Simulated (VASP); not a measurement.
# K3TaO3 (Cmcm) in VASP: relaxation of cell and atoms with PBE

Aim: the relaxation of cell and atoms of K3TaO3 with PBE.

Program: VASP 6.6.1. These are calculated values, not measurements. Logs are shortened: lines on timing, memory, paths and dates and some standing lists are left out, and cuts for length are marked.

## Step 1: The cell of the first run

Symmetry: Cmcm, No. 63, orthorhombic system. The conventional cell has a = 9.330 Å, b = 11.290 Å, c = 5.520 Å, α = 90.00°, β = 90.00°, γ = 90.00°. K (site symmetry m2m) has 5 O at 2.64 to 2.98 Å and 2 Ta at 3.38 Å and 2 K at 3.50 Å within 3.6 Å. K (site symmetry m) has 5 O at 2.71 to 3.00 Å and 3 Ta at 3.28 to 3.52 Å and 1 K at 3.50 Å within 3.6 Å. Within 2.6 Å of Ta (site symmetry m2m) lie 3 O at 1.95 Å. O (site symmetry m) has 1 Ta at 1.95 Å within 2.6 Å. Within 2.8 Å of O (site symmetry m2m) lie 1 Ta at 1.95 Å and 5 K at 2.64 to 2.76 Å.

## Step 2: Relaxation of cell and atoms, PBE

Input file INCAR:

```
SYSTEM = K3TaO3
ALGO = Normal ; EDIFF = 1E-7
EDIFFG = -0.08 ; ENCUT = 700
GGA = PE ; GGA_COMPAT = .FALSE.
IBRION = 2 ; ISIF = 3
ISMEAR = 0 ; LASPH = .TRUE.
LCHARG = .FALSE. ; LREAL = .FALSE.
LWAVE = .FALSE. ; NELM = 120
NELMIN = 4 ; NSW = 36
PREC = Accurate ; SIGMA = 0.15
```

Input file KPOINTS:

```
k-points
0
G
  2 2 2
  0 0 0
```

Input file POSCAR:

```
K3TaO3
1.0
    4.6650000000     -5.6450000000      0.0000000000
    4.6650000000      5.6450000000      0.0000000000
    0.0000000000      0.0000000000      5.5200000000
K Ta O
6 2 6
Direct
    0.3830000000      0.6170000000      0.7500000000
    0.9160000000      0.6640000000      0.7500000000
    0.3360000000      0.0840000000      0.7500000000
    0.6170000000      0.3830000000      0.2500000000
    0.6640000000      0.9160000000      0.2500000000
    0.0840000000      0.3360000000      0.2500000000
    0.7900000000      0.2100000000      0.7500000000
    0.2100000000      0.7900000000      0.2500000000
    0.0570000000      0.3050000000      0.7500000000
    0.6950000000      0.9430000000      0.7500000000
    0.6170000000      0.3830000000      0.7500000000
    0.3050000000      0.0570000000      0.2500000000
    0.9430000000      0.6950000000      0.2500000000
    0.3830000000      0.6170000000      0.2500000000
```

Potentials or basis: VASP PAW PBE potentials, release 64 (K_sv, Ta_sv_GW, O).

Command:

```sh
$ cat potpaw_PBE.64/K_sv/POTCAR potpaw_PBE.64/Ta_sv_GW/POTCAR potpaw_PBE.64/O/POTCAR > POTCAR
$ mpirun -np 1 vasp_std > vasp.out
```

OUTCAR:

```text
SYSTEM = K3TaO3
   EDIFF = 1E-7
   EDIFFG = -0.08
   ENCUT = 700
   GGA = PE
   IBRION = 2
   ISIF = 3
   ISMEAR = 0
   LASPH = .TRUE.
   LREAL = .FALSE.
   NELM = 120
   NELMIN = 4
   NSW = 36
   PREC = Accurate

 ion  position               nearest neighbor table
   1  0.383  0.617  0.750-  11 2.64  14 2.76  14 2.76   8 3.38   8 3.38   3 3.50   2 3.50
   2  0.916  0.664  0.750-  11 2.71  13 2.77  13 2.77  10 2.84   7 3.28   1 3.50   8 3.52   8 3.52

   3  0.336  0.084  0.750-  11 2.71  12 2.77  12 2.77   9 2.84   7 3.28   1 3.50   8 3.52   8 3.52

   4  0.617  0.383  0.250-  14 2.64  11 2.76  11 2.76   7 3.38   7 3.38   6 3.50   5 3.50
   5  0.664  0.916  0.250-  14 2.71  10 2.77  10 2.77  13 2.84   8 3.28   4 3.50   7 3.52   7 3.52

   6  0.084  0.336  0.250-  14 2.71   9 2.77   9 2.77  12 2.84   8 3.28   4 3.50   7 3.52   7 3.52

   7  0.790  0.210  0.750-   9 1.95  10 1.95  11 1.95   3 3.28   2 3.28   4 3.38   4 3.38   5 3.52
                             6 3.52   5 3.52   6 3.52
   8  0.210  0.790  0.250-  12 1.95  13 1.95  14 1.95   6 3.28   5 3.28   1 3.38   1 3.38   2 3.52
                             3 3.52   2 3.52   3 3.52
   9  0.057  0.305  0.750-   7 1.95   6 2.77   6 2.77   3 2.84
  10  0.695  0.943  0.750-   7 1.95   5 2.77   5 2.77   2 2.84
  11  0.617  0.383  0.750-   7 1.95   1 2.64   3 2.71   2 2.71   4 2.76   4 2.76
  12  0.305  0.057  0.250-   8 1.95   3 2.77   3 2.77   6 2.84
  13  0.943  0.695  0.250-   8 1.95   2 2.77   2 2.77   5 2.84
  14  0.383  0.617  0.250-   8 1.95   4 2.64   6 2.71   5 2.71   1 2.76   1 2.76

  LATTYP: Found a base centered orthorhombic cell.
 ALAT       =     9.3300000000
 B/A-ratio  =     1.2100750268
 C/A-ratio  =     0.5916398714

  Lattice vectors:

 A1 = (   4.6650000000,  -5.6450000000,   0.0000000000)
 A2 = (   4.6650000000,   5.6450000000,   0.0000000000)
 A3 = (   0.0000000000,   0.0000000000,   5.5200000000)

Analysis of symmetry for initial positions (statically):
=====================================================================
 Subroutine PRICEL returns:
 Original cell was already a primitive cell.

 Routine SETGRP: Setting up the symmetry group for a
 base centered orthorhombic supercell.

 Subroutine GETGRP returns: Found  8 space group operations
 (whereof  4 operations were pure point group operations)
 out of a pool of  8 trial point group operations.

The static configuration has the point symmetry C_2h.
 The point group associated with its full space group is D_2h.

Analysis of symmetry for dynamics (positions and initial velocities):
=====================================================================
 Subroutine PRICEL returns:
 Original cell was already a primitive cell.

 Routine SETGRP: Setting up the symmetry group for a
 base centered orthorhombic supercell.

 Subroutine GETGRP returns: Found  8 space group operations
 (whereof  4 operations were pure point group operations)
 out of a pool of  8 trial point group operations.

The dynamic configuration has the point symmetry C_2h.
 The point group associated with its full space group is D_2h.

 Subroutine INISYM returns: Found  8 space group operations
 (whereof  4 operations are pure point group operations),
 and found     1 'primitive' translations

----------------------------------------------------------------------------------------

                                     Primitive cell

  volume of cell :     290.7265

  direct lattice vectors                    reciprocal lattice vectors
     4.665000000 -5.645000000  0.000000000     0.107181136 -0.088573959  0.000000000
     4.665000000  5.645000000  0.000000000     0.107181136  0.088573959  0.000000000
     0.000000000  0.000000000  5.520000000     0.000000000  0.000000000  0.181159420

  length of vectors
     7.323131161  7.323131161  5.520000000     0.139043670  0.139043670  0.181159420

  position of ions in fractional coordinates (direct lattice)
     0.383000000  0.617000000  0.750000000
     0.916000000  0.664000000  0.750000000
     0.336000000  0.084000000  0.750000000
     0.617000000  0.383000000  0.250000000
     0.664000000  0.916000000  0.250000000
     0.084000000  0.336000000  0.250000000
     0.790000000  0.210000000  0.750000000
     0.210000000  0.790000000  0.250000000
     0.057000000  0.305000000  0.750000000
     0.695000000  0.943000000  0.750000000
     0.617000000  0.383000000  0.750000000
     0.305000000  0.057000000  0.250000000
     0.943000000  0.695000000  0.250000000
     0.383000000  0.617000000  0.250000000

  ion indices of the primitive-cell ions
   primitive index   ion index
                 1           1
                 2           2
                 3           3
                 4           4
                 5           5
                 6           6
                 7           7
                 8           8
                 9           9
                10          10
                11          11
                12          12
                13          13
                14          14

----------------------------------------------------------------------------------------

 KPOINTS: k-points

Automatic generation of k-mesh.
 Grid dimensions read from file:
 generate k-points for:    2    2    2

 Generating k-lattice:

  Cartesian coordinates                     Fractional coordinates (reciprocal lattice)
     0.053590568 -0.044286980  0.000000000     0.500000000 -0.000000000  0.000000000
     0.053590568  0.044286980  0.000000000    -0.000000000  0.500000000  0.000000000
     0.000000000  0.000000000  0.090579710     0.000000000  0.000000000  0.500000000

  Length of vectors
     0.069521835  0.069521835  0.090579710

  Shift w.r.t. Gamma in fractional coordinates (k-lattice)
     0.000000000  0.000000000  0.000000000

 Subroutine IBZKPT returns following result:
 ===========================================

 Found      6 irreducible k-points:

 Following reciprocal coordinates:
            Coordinates               Weight
  0.000000  0.000000  0.000000      1.000000
  0.500000  0.000000  0.000000      2.000000
  0.500000  0.500000  0.000000      1.000000
  0.000000  0.000000  0.500000      1.000000
  0.500000  0.000000  0.500000      2.000000
  0.500000  0.500000  0.500000      1.000000
   k-points           NKPTS =      6   k-points in BZ     NKDIM =      6   number of bands    NBANDS=     69
   number of dos      NEDOS =    301   number of ions     NIONS =     14
   total plane-waves  NPLWV = 196608
   dimension x,y,z NGX =    64 NGY =   64 NGZ =   48
   dimension x,y,z NGXF=   128 NGYF=  128 NGZF=   96
   ions per type =               6   2   6
   NGX,Y,Z   is equivalent  to a cutoff of  14.53, 14.53, 14.46 a.u.
   NGXF,Y,Z  is equivalent  to a cutoff of  29.06, 29.06, 28.91 a.u.
 SYSTEM =  K3TaO3
   PREC   = accura    normal or accurate (medium, high low for compatibility)
   ISTART =      0    job   : 0-new  1-cont  2-samecut
   ICHARG =      2    charge: 1-file 2-atom 10-const
   ISPIN  =      1    spin polarized calculation?
   LNONCOLLINEAR =      F non collinear calculations
   LSORBIT =      F    spin-orbit coupling
   LASPH  =      T    aspherical Exc in radial PAW
   ENCUT  =  700.0 eV  51.45 Ry    7.17 a.u.  15.80 15.80 11.91*2*pi/ulx,y,z
   NELM   =    120;   NELMIN=  4; NELMDL= -5     # of ELM steps
   EDIFF  = 0.1E-06   stopping-criterion for ELM
   LREAL  =      F    real-space projection
   EDIFFG = -.8E-01   stopping-criterion for IOM
   NSW    =     36    number of steps for IOM
   IBRION =      2    ionic relax: 0-MD 1-quasi-New 2-CG
   NFREE  =      1    steps in history (QN), initial steepest desc. (CG)
   ISIF   =      3    stress and relaxation
   ISYM   =      2    0-nonsym 1-usesym 2-fastsym
   POTIM  = 0.5000    time-step for ionic-motion
   TEBEG  =    0.0;   TEEND  =   0.0 temperature during run
   PSTRESS=    0.0 pullay stress
   NELECT =     116.0000    total number of electrons
   NUPDOWN=      -1.0000    fix difference up-down
   EMIN   =  10.00;   EMAX   =-10.00  energy-range for DOS
   EFERMI =   0.00;   METHOD = LEGACY
   ISMEAR =     0;   SIGMA  =   0.15  broadening in eV -4-tet -1-fermi 0-gaus
   EFERMI_NEDOS =   21; number of points for ismear=-14 and -15
   IALGO  =     38    algorithm
   IMIX   =      4    mixing-type and parameters
     AMIX     =   0.40;   BMIX     =  1.00
     AMIX_MAG =   1.60;   BMIX_MAG =  1.00
  volume/ion in A,a.u.               =      20.77       140.14
  Fermi-wavevector in a.u.,A,eV,Ry     =   1.205219  2.277534 19.763178  1.452553
  Thomas-Fermi vector in A             =   2.340922
   LORBIT       =      0    0 simple, 1 ext, 2 COOP (PROOUT), +10 PAW based schemes
   GGA     = PE    functional components
   LHFCALC =     F    Hartree Fock is set to
   AEXX    =    0.0000 exact exchange contribution
   IVDW    =     0    specifies the selected vdW correction
   LEPSILON=     F    determine dielectric tensor
   LRPA    =     F    only Hartree local field effects (RPA)
 conjugate gradient relaxation of ions
 non-spin polarized calculation
 Gauss-broadening in eV      SIGMA  =   0.15
  energy-cutoff  :      700.00
  volume of cell :      290.73
 maximum number of plane-waves:     12252
 NGX is ok and might be reduce to    64
   NGX = 31   NGY = 31   NGZ = 23

--------------------------------------- Ionic step        1  -------------------------------------------

 number of electron     115.9999990 magnetization

 Free energy of the ion-electron system (eV)
  ---------------------------------------------------
  ext. energy  EPLUGINS =         0.00000000
  ---------------------------------------------------
  free energy    TOTEN  =       -88.87789072 eV

  energy without entropy =      -88.87789072  energy(sigma->0) =      -88.87789072

------------------------ aborting loop because EDIFF is reached ----------------------------------------

  FORCE on cell =-STRESS in cart. coord.  units (eV):
  Direction    XX          YY          ZZ          XY          YZ          ZX
  --------------------------------------------------------------------------------------
  -------------------------------------------------------------------------------------
  Total       -6.8070619     -9.4837519     11.4994646      0.0000000      0.0000000      0.0000000
  in kB      -37.5133299    -52.2644156     63.3728932      0.0000000      0.0000000      0.0000000
  external PRESSURE =      -8.8016174 kB  Pullay stress =       0.0000000 kB
[... 125 lines left out ...]
  FREE ENERGIE OF THE ION-ELECTRON SYSTEM (eV)
  ---------------------------------------------------
  free  energy   TOTEN  =       -89.7086517178 eV

  energy  without entropy=      -89.7086517178  energy(sigma->0) =      -89.70865172

[... ionic steps 4 to 15 ...]

--------------------------------------- Ionic step       16  -------------------------------------------

 number of electron     115.9999988 magnetization

------------------------ aborting loop because EDIFF is reached ----------------------------------------
[... 91 lines left out ...]
--------------------------------------- Ionic step       18  -------------------------------------------

 number of electron     116.0000000 magnetization

 Free energy of the ion-electron system (eV)
  ---------------------------------------------------
  ext. energy  EPLUGINS =         0.00000000
  ---------------------------------------------------
  free energy    TOTEN  =       -90.45493092 eV

  energy without entropy =      -90.45493092  energy(sigma->0) =      -90.45493092

 E-fermi :   2.4827     XC(G=0):  -8.2522

 val. band max:        1.7560861214   @ k =   0.5000   0.5000   0.5000
 cond. band min:       3.5776972985   @ k =   0.0000   0.0000   0.5000
 fundamental gap:      1.8216111772
 Fermi energy:         2.4826934038

 k-point     1 :       0.0000    0.0000    0.0000
  band No.  band energies     occupation
      1     -66.1098      2.00000
      2     -66.1098      2.00000
      3     -32.8979      2.00000
      4     -32.8979      2.00000
      5     -32.8802      2.00000
      6     -32.8798      2.00000
[... 462 lines left out ...]
  FREE ENERGIE OF THE ION-ELECTRON SYSTEM (eV)
  ---------------------------------------------------
  free  energy   TOTEN  =       -90.4549309187 eV

  energy  without entropy=      -90.4549309187  energy(sigma->0) =      -90.45493092

 reached required accuracy - stopping structural energy minimisation
```

Run time: 49 min. Hardware: 1 thread of Intel Xeon 6975P-C (Granite Rapids), shared host; peak memory 0.61 GiB.

Results:

- Free energy: -90.4549 eV
- Relaxed volume: 23.33 Å³/atom
- Relaxed cell: a = 7.457 Å, b = 7.457 Å, c = 6.007 Å, α = 90.00°, β = 90.00°, γ = 102.03°
- Space group after relaxing (to 0.1 Å): Cmcm (No. 63)
- Energy gained by relaxing: 112.6 meV/atom
- Ionic steps: 18
- Pressure after relaxing: -0.4 GPa
- Largest force after relaxing: 0.069 eV/Å
- Band gap on the k mesh: 1.82 eV (least direct gap 1.84 eV)

Forces on the atoms (eV/Å):
```
K    0.000  0.052  0.000
K   -0.005 -0.017  0.000
K    0.005 -0.017  0.000
K    0.000 -0.052  0.000
K   -0.005  0.017  0.000
K    0.005  0.017  0.000
Ta   0.000  0.069  0.000
Ta   0.000 -0.069  0.000
O    0.011 -0.014  0.000
O   -0.011 -0.014  0.000
O    0.000 -0.059  0.000
O    0.011  0.014  0.000
O   -0.011  0.014  0.000
O    0.000  0.059  0.000
```

Stress tensor (GPa, compression positive):
```
-0.39  0.00  0.00
 0.00 -0.53  0.00
 0.00  0.00 -0.28
```

The path:
| step | energy change (eV) | largest force (eV/Å) | pressure (GPa) | volume (Å³) |
| --- | --- | --- | --- | --- |
| 1 | 0.0000 | 2.6781 | -0.88 | 290.73 |
| 2 | 0.2382 | 5.2553 | 12.12 | 285.51 |
| 3 | -0.8308 | 0.6389 | 4.22 | 288.22 |
| 4 | -1.3415 | 0.8581 | 1.42 | 307.93 |
| 5 | -1.4352 | 1.5219 | -0.18 | 324.19 |
| 6 | -1.1769 | 3.4240 | -0.75 | 338.26 |
| 7 | -1.4902 | 0.2089 | -0.51 | 328.20 |
| 8 | -1.4902 | 0.2100 | -0.51 | 328.11 |
| 9 | -1.5036 | 0.3445 | 0.29 | 325.35 |
| 10 | -1.5036 | 0.3535 | 0.31 | 325.28 |
| 11 | -1.5132 | 0.3149 | 0.31 | 324.67 |
| 12 | -1.5367 | 0.1976 | 0.31 | 322.84 |
| 13 | -1.5595 | 0.3553 | 0.34 | 319.18 |
| 14 | -1.5639 | 0.3930 | 0.05 | 319.77 |
| 15 | -1.5650 | 0.2343 | 0.14 | 319.58 |
| 16 | -1.5693 | 0.2160 | 0.08 | 320.29 |
| 17 | -1.5780 | 0.1623 | -0.09 | 322.43 |
| 18 | -1.5770 | 0.0692 | -0.40 | 326.69 |

Final structure:
```
K Ta O
1.0
     4.69130   -5.79677    0.00000
     4.69130    5.79677    0.00000
     0.00000    0.00000    6.00656
K Ta O
6 2 6
Direct
  0.39581 0.60419 0.75000
  0.90466 0.68852 0.75000
  0.31148 0.09534 0.75000
  0.60419 0.39581 0.25000
  0.68852 0.90466 0.25000
  0.09534 0.31148 0.25000
  0.79831 0.20169 0.75000
  0.20169 0.79831 0.25000
  0.04999 0.30028 0.75000
  0.69972 0.95001 0.75000
  0.63596 0.36404 0.75000
  0.30028 0.04999 0.25000
  0.95001 0.69972 0.25000
  0.36404 0.63596 0.25000
```

Caveat: the k points lie up to 0.52 Å⁻¹ apart in the final cell; spin-orbit coupling is left out, which moves the levels of the heavy elements; the relaxation stopped at a loose force limit of 0.08 eV/Å, so its end isn't a converged minimum. A k mesh can miss the band edges.
